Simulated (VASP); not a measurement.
# Rh (P6_3/mmc) in VASP: single point with r2SCAN

Aim: the single point of Rh with r2SCAN.

Everything below comes from runs of VASP 6.6.1. Logs are shortened: lines on timing, memory, paths and dates and some standing lists are left out, and cuts for length are marked.

### Step 1. The cell of the first run

Symmetry: P6_3/mmc, No. 194, hexagonal system. The conventional cell has a = 2.619 Å, b = 2.619 Å, c = 4.634 Å, α = 90.00°, β = 90.00°, γ = 120.00°. Within 3.5 Å of Rh (site symmetry -6m2) lie 12 Rh at 2.62 to 2.77 Å.

### Step 2. Single point, r2SCAN

File POSCAR:

```
Rh
1.0
    2.6190983845      0.0000000000      0.0000000000
   -1.3095491922      2.2682057360      0.0000000000
    0.0000000000      0.0000000000      4.6338962376
Rh
2
Direct
    0.6666666667      0.3333333333      0.7500000000
    0.3333333333      0.6666666667      0.2500000000
```

File INCAR.step1:

```
PREC     = Accurate       # precision mode
ENCUT    = 520            # plane-wave cutoff, eV
ISMEAR   = 0              # smearing method
SIGMA    = 0.15           # smearing width, eV
LREAL    = False          # projectors in reciprocal space
LASPH    = True           # aspherical terms in the spheres
NELM     = 60             # most SCF steps
NBANDS   = 22             # bands
GGA      = PE             # functional
ALGO     = Normal         # electronic algorithm
EDIFF    = 1E-4           # SCF threshold, eV
LWAVE    = True           # write WAVECAR
LCHARG   = False          # write CHGCAR
```

File INCAR.step2:

```
PREC     = Accurate       # precision mode
ENCUT    = 520            # plane-wave cutoff, eV
EDIFF    = 1E-6           # SCF threshold, eV
ISMEAR   = 0              # smearing method
SIGMA    = 0.15           # smearing width, eV
LREAL    = False          # projectors in reciprocal space
LASPH    = True           # aspherical terms in the spheres
NELM     = 60             # most SCF steps
ALGO     = Normal         # electronic algorithm
ISIF     = 2              # what is computed and relaxed
LWAVE    = False          # write WAVECAR
LCHARG   = False          # write CHGCAR
METAGGA  = R2SCAN         # meta-GGA
LMIXTAU  = True         
NBANDS   = 22             # bands
ISTART   = 1
```

File KPOINTS:

```
Automatic mesh
0
Gamma
  30 30 16
```

Potentials or basis: VASP PAW PBE potentials, release 64 (Rh_pv).

Run with:

```sh
> cat potpaw_PBE.64/Rh_pv/POTCAR > POTCAR
> cp INCAR.step1 INCAR
> mpirun -np 1 vasp_std > vasp.out
> cp INCAR.step2 INCAR
> mpirun -np 1 vasp_std > vasp.out
```

OUTCAR:

```text
PREC = Accurate
   ENCUT = 520
   EDIFF = 1E-6
   ISMEAR = 0
   LREAL = False
   LASPH = True
   NELM = 60
   ISIF = 2
   METAGGA = R2SCAN
   ISTART = 1

 ion  position               nearest neighbor table
   1  0.667  0.333  0.750-   2 2.77   2 2.77   2 2.77   2 2.77   2 2.77   2 2.77
   2  0.333  0.667  0.250-   1 2.77   1 2.77   1 2.77   1 2.77   1 2.77   1 2.77

  LATTYP: Found a hexagonal cell.
 ALAT       =     2.6190983845
 C/A-ratio  =     1.7692715421

  Lattice vectors:

 A1 = (   2.6190983845,   0.0000000000,   0.0000000000)
 A2 = (  -1.3095491922,   2.2682057360,   0.0000000000)
 A3 = (   0.0000000000,   0.0000000000,   4.6338962376)

Analysis of symmetry for initial positions (statically):
=====================================================================
 Subroutine PRICEL returns:
 Original cell was already a primitive cell.

 Routine SETGRP: Setting up the symmetry group for a
 hexagonal supercell.

 Subroutine GETGRP returns: Found 24 space group operations
 (whereof 12 operations were pure point group operations)
 out of a pool of 24 trial point group operations.

The static configuration has the point symmetry D_3d.
 The point group associated with its full space group is D_6h.

Analysis of symmetry for dynamics (positions and initial velocities):
=====================================================================
 Subroutine PRICEL returns:
 Original cell was already a primitive cell.

 Routine SETGRP: Setting up the symmetry group for a
 hexagonal supercell.

 Subroutine GETGRP returns: Found 24 space group operations
 (whereof 12 operations were pure point group operations)
 out of a pool of 24 trial point group operations.

The dynamic configuration has the point symmetry D_3d.
 The point group associated with its full space group is D_6h.

 Subroutine INISYM returns: Found 24 space group operations
 (whereof 12 operations are pure point group operations),
 and found     1 'primitive' translations

----------------------------------------------------------------------------------------

                                     Primitive cell

  volume of cell :      27.5284

  direct lattice vectors                    reciprocal lattice vectors
     2.619098384  0.000000000  0.000000000     0.381810781  0.220438557  0.000000000
    -1.309549192  2.268205736  0.000000000     0.000000000  0.440877115  0.000000000
     0.000000000  0.000000000  4.633896238     0.000000000  0.000000000  0.215801120

  length of vectors
     2.619098384  2.619098384  4.633896238     0.440877115  0.440877115  0.215801120

  position of ions in fractional coordinates (direct lattice)
     0.666666667  0.333333333  0.750000000
     0.333333333  0.666666667  0.250000000

  ion indices of the primitive-cell ions
   primitive index   ion index
                 1           1
                 2           2

----------------------------------------------------------------------------------------

 KPOINTS: Automatic mesh

Automatic generation of k-mesh.
 Grid dimensions read from file:
 generate k-points for:   30   30   16

 Generating k-lattice:

  Cartesian coordinates                     Fractional coordinates (reciprocal lattice)
     0.012727026  0.007347952  0.000000000     0.033333333  0.000000000  0.000000000
     0.000000000  0.014695904  0.000000000     0.000000000  0.033333333  0.000000000
     0.000000000  0.000000000  0.013487570     0.000000000  0.000000000  0.062500000

  Length of vectors
     0.014695904  0.014695904  0.013487570

  Shift w.r.t. Gamma in fractional coordinates (k-lattice)
     0.000000000  0.000000000  0.000000000

 Subroutine IBZKPT returns following result:
 ===========================================

 Found    819 irreducible k-points:

 Following reciprocal coordinates:
            Coordinates               Weight
  0.000000  0.000000  0.000000      1.000000
  0.033333 -0.000000  0.000000      6.000000
  0.066667 -0.000000  0.000000      6.000000
  0.100000  0.000000  0.000000      6.000000
  0.133333 -0.000000  0.000000      6.000000
  0.166667 -0.000000  0.000000      6.000000
[... 16 lines left out ...]
  0.233333  0.033333  0.000000     12.000000
  0.266667  0.033333  0.000000     12.000000
 [... further k-points ...]
   k-points           NKPTS =    819   k-points in BZ     NKDIM =    819   number of bands    NBANDS=     22
   number of dos      NEDOS =    301   number of ions     NIONS =      2
   total plane-waves  NPLWV =  14400
   dimension x,y,z NGX =    20 NGY =   20 NGZ =   36
   dimension x,y,z NGXF=    40 NGYF=   40 NGZF=   72
   ions per type =               2
   NGX,Y,Z   is equivalent  to a cutoff of  12.69, 12.69, 12.92 a.u.
   NGXF,Y,Z  is equivalent  to a cutoff of  25.39, 25.39, 25.83 a.u.
 SYSTEM =  unknown system
   PREC   = accura    normal or accurate (medium, high low for compatibility)
   ISTART =      1    job   : 0-new  1-cont  2-samecut
   ICHARG =      0    charge: 1-file 2-atom 10-const
   ISPIN  =      1    spin polarized calculation?
   LNONCOLLINEAR =      F non collinear calculations
   LSORBIT =      F    spin-orbit coupling
   LASPH  =      T    aspherical Exc in radial PAW
   ENCUT  =  520.0 eV  38.22 Ry    6.18 a.u.   4.87  4.87  8.62*2*pi/ulx,y,z
   NELM   =     60;   NELMIN=  2; NELMDL=  0     # of ELM steps
   EDIFF  = 0.1E-05   stopping-criterion for ELM
   LREAL  =      F    real-space projection
   EDIFFG = 0.1E-04   stopping-criterion for IOM
   NSW    =      0    number of steps for IOM
   IBRION =     -1    ionic relax: 0-MD 1-quasi-New 2-CG
   NFREE  =      0    steps in history (QN), initial steepest desc. (CG)
   ISIF   =      2    stress and relaxation
   ISYM   =      2    0-nonsym 1-usesym 2-fastsym
   POTIM  = 0.5000    time-step for ionic-motion
   TEBEG  =    0.0;   TEEND  =   0.0 temperature during run
   PSTRESS=    0.0 pullay stress
   NELECT =      30.0000    total number of electrons
   NUPDOWN=      -1.0000    fix difference up-down
   EMIN   =  10.00;   EMAX   =-10.00  energy-range for DOS
   EFERMI =   0.00;   METHOD = LEGACY
   ISMEAR =     0;   SIGMA  =   0.15  broadening in eV -4-tet -1-fermi 0-gaus
   EFERMI_NEDOS =   21; number of points for ismear=-14 and -15
   IALGO  =     38    algorithm
   IMIX   =      4    mixing-type and parameters
     AMIX     =   0.40;   BMIX     =  1.00
     AMIX_MAG =   1.60;   BMIX_MAG =  1.00
  volume/ion in A,a.u.               =      13.76        92.89
  Fermi-wavevector in a.u.,A,eV,Ry     =   1.684697  3.183615 38.616096  2.838203
  Thomas-Fermi vector in A             =   2.767673
   LORBIT       =      0    0 simple, 1 ext, 2 COOP (PROOUT), +10 PAW based schemes
   METAGGA = R2SCAN    functional components
   LHFCALC =     F    Hartree Fock is set to
   AEXX    =    0.0000 exact exchange contribution
   IVDW    =     0    specifies the selected vdW correction
   LEPSILON=     F    determine dielectric tensor
   LRPA    =     F    only Hartree local field effects (RPA)
 non-spin polarized calculation
 Gauss-broadening in eV      SIGMA  =   0.15
  energy-cutoff  :      520.00
  volume of cell :       27.53
 maximum number of plane-waves:       762
 NGX is ok and might be reduce to    20
   NGX =  9   NGY =  9   NGZ = 17

 number of electron      30.0000007 magnetization

 Free energy of the ion-electron system (eV)
  ---------------------------------------------------
  ext. energy  EPLUGINS =         0.00000000
  ---------------------------------------------------
  free energy    TOTEN  =       -48.06763250 eV

  energy without entropy =      -48.03387678  energy(sigma->0) =      -48.05075464

 E-fermi :  11.7307     XC(G=0): -15.1829

 val. band max:       11.7286223968   @ k =   0.2667   0.0333   0.3750
 cond. band min:      11.7307705160   @ k =   0.3333   0.0000   0.4375
 fundamental gap:      0.0021481193
 Fermi energy:        11.7307011764

 k-point     1 :       0.0000    0.0000    0.0000
  band No.  band energies     occupation
      1     -36.6896      2.00000
      2     -36.0912      2.00000
      3     -36.0912      2.00000
      4     -36.0609      2.00000
      5     -36.0241      2.00000
      6     -36.0241      2.00000
[... 14 lines left out ...]
     21      29.1673      0.00000
     22      29.1685      0.00000

 k-point     2 :       0.0333   -0.0000    0.0000
  band No.  band energies     occupation
      1     -36.6869      2.00000
      2     -36.0999      2.00000
      3     -36.0936      2.00000
      4     -36.0612      2.00000
      5     -36.0330      2.00000
      6     -36.0258      2.00000
[... 14 lines left out ...]
     21      29.1673      0.00000
     22      29.1693      0.00000

 k-point     3 :       0.0667   -0.0000    0.0000
  band No.  band energies     occupation
      1     -36.6788      2.00000
      2     -36.1256      2.00000
      3     -36.1008      2.00000
      4     -36.0623      2.00000
      5     -36.0591      2.00000
      6     -36.0308      2.00000
[... 14 lines left out ...]
     21      29.1671      0.00000
     22      29.2774      0.00000

 k-point     4 :       0.1000    0.0000    0.0000
  band No.  band energies     occupation
      1     -36.6655      2.00000
      2     -36.1672      2.00000
      3     -36.1123      2.00000
      4     -36.1012      2.00000
      5     -36.0643      2.00000
      6     -36.0389      2.00000
[... 14 lines left out ...]
     21      29.1673      0.00000
     22      29.4977      0.00000

 k-point     5 :       0.1333   -0.0000    0.0000
  band No.  band energies     occupation
      1     -36.6475      2.00000
      2     -36.2227      2.00000
      3     -36.1571      2.00000
      4     -36.1275      2.00000
      5     -36.0672      2.00000
      6     -36.0498      2.00000
[... 14 lines left out ...]
     21      29.1674      0.00000
     22      29.6067      0.00000

 k-point     6 :       0.1667   -0.0000    0.0000
  band No.  band energies     occupation
      1     -36.6251      2.00000
      2     -36.2897      2.00000
      3     -36.2240      2.00000
      4     -36.1458      2.00000
      5     -36.0713      2.00000
      6     -36.0632      2.00000
[... 14 lines left out ...]
     21      29.1675      0.00000
     22      29.3081      0.00000

 k-point     7 :       0.2000    0.0000    0.0000
  band No.  band energies     occupation
      1     -36.5990      2.00000
      2     -36.3652      2.00000
      3     -36.2988      2.00000
      4     -36.1662      2.00000
      5     -36.0784      2.00000
      6     -36.0767      2.00000
[... 324 lines left out ...]
      6     -36.0593      2.00000
[... 14 lines left out ...]
     21      29.1675      0.00000
     22      29.5481      0.00000

 k-point    21 :       0.1667    0.0333    0.0000
  band No.  band energies     occupation
      1     -36.6106      2.00000
      2     -36.3290      2.00000
      3     -36.2673      2.00000
      4     -36.1561      2.00000
      5     -36.0742      2.00000
      6     -36.0741      2.00000
[... 14 lines left out ...]
     21      29.1674      0.00000
     22      29.1705      0.00000

 k-point    22 :       0.2000    0.0333    0.0000
  band No.  band energies     occupation
      1     -36.5830      2.00000
      2     -36.4066      2.00000
      3     -36.3430      2.00000
      4     -36.1783      2.00000
      5     -36.0903      2.00000
      6     -36.0803      2.00000
[... 14 lines left out ...]
     21      29.1672      0.00000
     22      29.1682      0.00000

 k-point    23 :       0.2333    0.0333    0.0000
  band No.  band energies     occupation
      1     -36.5528      2.00000
      2     -36.4876      2.00000
      3     -36.4215      2.00000
      4     -36.2009      2.00000
      5     -36.1074      2.00000
      6     -36.0880      2.00000
[... 14 lines left out ...]
     21      29.1676      0.00000
     22      29.9469      0.00000

 k-point    24 :       0.2667    0.0333    0.0000
  band No.  band energies     occupation
      1     -36.5684      2.00000
      2     -36.5209      2.00000
      3     -36.4992      2.00000
      4     -36.2233      2.00000
      5     -36.1246      2.00000
      6     -36.0974      2.00000
[... 14 lines left out ...]
     21      29.1675      0.00000
     22      29.2705      0.00000

 [... further k-points ...]
[... 5 lines left out ...]
  --------------------------------------------------------------------------------------
  -------------------------------------------------------------------------------------
  Total        2.1162753      2.1162753     -2.3546151      0.0000000     -0.0000000      0.0000000
  in kB      123.1692162    123.1692162   -137.0408194      0.0000000     -0.0000000      0.0000000
  external PRESSURE =      36.4325377 kB  Pullay stress =       0.0000000 kB

 VOLUME and BASIS-vectors are now :
 -----------------------------------------------------------------------------
  energy-cutoff  :      520.00
  volume of cell :       27.53
      direct lattice vectors                 reciprocal lattice vectors
     2.619098384  0.000000000  0.000000000     0.381810781  0.220438557  0.000000000
    -1.309549192  2.268205736  0.000000000     0.000000000  0.440877115  0.000000000
     0.000000000  0.000000000  4.633896238     0.000000000  0.000000000  0.215801120

 POSITION                                       TOTAL-FORCE (eV/Angst)
 -----------------------------------------------------------------------------------
      1.30955      0.75607      3.47542        -0.000000      0.000000      0.000000
     -0.00000      1.51214      1.15847         0.000000     -0.000000      0.000000
 -----------------------------------------------------------------------------------
    total drift:                               -0.000000      0.000000     -0.000000

  FREE ENERGIE OF THE ION-ELECTRON SYSTEM (eV)
  ---------------------------------------------------
  free  energy   TOTEN  =       -48.0676324997 eV

  energy  without entropy=      -48.0338767752  energy(sigma->0) =      -48.05075464
```

Wall time 9.7 min (1 thread of Intel Xeon 6975P-C (Granite Rapids), shared host); peak memory 0.46 GiB.

Results:

| Quantity | Value |
| --- | --- |
| Free energy | -48.0676 eV |
| Pressure | 3.6 GPa |
| Band gap on the k mesh | zero (band 15 reaches 12.80 eV, above the bottom of band 16 at 10.00 eV) |

Stress tensor (GPa, compression positive):
```
 12.32   0.00   0.00
  0.00  12.32   0.00
  0.00   0.00 -13.70
```

Levels at points of the mesh, in eV from the Fermi level:
| k point | band 13 | band 14 | band 15 | band 16 | band 17 | band 18 |
| --- | --- | --- | --- | --- | --- | --- |
| (0.00, 0.00, 0.00) | -2.70 | -1.29 | -1.29 | 0.10 | 0.26 | 0.26 |
| (0.50, 0.00, 0.00) | -1.75 | 0.43 | 0.97 | 1.15 | 3.49 | 5.76 |
| (0.00, 0.00, 0.50) | -3.06 | -3.06 | -0.31 | -0.31 | -0.31 | -0.31 |
| (0.50, 0.00, 0.50) | -0.19 | -0.19 | 1.07 | 1.07 | 3.04 | 3.04 |

Caveat: the PAW data sets were made with another functional, which shifts forces and pressure a little.
